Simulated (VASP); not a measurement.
PtSe2:

```
CELL_PARAMETERS angstrom
1.72288 0.99471 6.33437
-1.72288 0.99471 6.33437
0.00000 -1.98941 6.33437
ATOMIC_POSITIONS crystal
Pt 0.00000 0.00000 0.00000
Se 0.42185 0.42185 0.42185
Se 0.24481 0.24481 0.24481
```

```yaml
Program: VASP 6.6.1
Task: relaxation of cell and atoms
Functional: PBE
Dispersion: D3(BJ)
Potentials_or_basis: VASP PAW PBE potentials, release 64 (Pt, Se)
Cutoff: 600 eV
k_mesh: 8 × 8 × 8
Occupations: fermi-dirac, width 0.02 eV
Spin: no spin polarisation
```

At the start: pressure -4.2 GPa; volume 21.71 Å³/atom.

Q: How do energy, volume and symmetry change on relaxing?

A: Over 21 steps the energy falls by 113.7 meV/atom and the volume is 19.92 Å³/atom (-8.2 %); space group R3m (No. 160, to 0.1 Å) before and after.

The path:
```tsv
step	energy change (eV)	largest force (eV/Å)	pressure (GPa)	volume (Å³)
1	0.0000	0.6530	-4.15	65.13
2	-0.0617	0.8501	7.99	59.91
3	-0.0975	0.2473	2.87	61.78
4	-0.2229	0.3019	2.57	62.26
5	-0.2897	0.5872	2.05	62.57
6	-0.2733	0.2682	-4.50	65.43
7	-0.3038	0.2164	-0.77	63.69
8	-0.3122	0.1669	-0.63	63.11
9	-0.3285	0.1376	0.09	61.39
10	-0.3235	0.2861	2.54	58.01
11	-0.3321	0.1771	0.80	60.23
12	-0.3373	0.1275	-0.39	60.38
13	-0.3377	0.1200	-0.82	60.43
14	-0.3404	0.0774	-0.45	59.92
15	-0.3404	0.0737	-0.41	59.88
16	-0.3407	0.0398	0.24	59.65
17	-0.3408	0.0399	0.05	59.71
18	-0.3409	0.0269	0.06	59.73
19	-0.3410	0.0105	0.02	59.79
20	-0.3410	0.0056	0.00	59.77
21	-0.3410	0.0047	0.03	59.77
```

Final structure:
```
Pt Se
1.0
     1.81745    1.04931    5.22373
    -1.81745    1.04931    5.22373
     0.00000   -2.09862    5.22373
Pt Se
1 2
Direct
  0.99874 0.99874 0.99874
  0.42871 0.42871 0.42871
  0.23922 0.23922 0.23922
```

Caveat: a cell axis changed by over 15 % at a fixed basis, so the end point is rough.
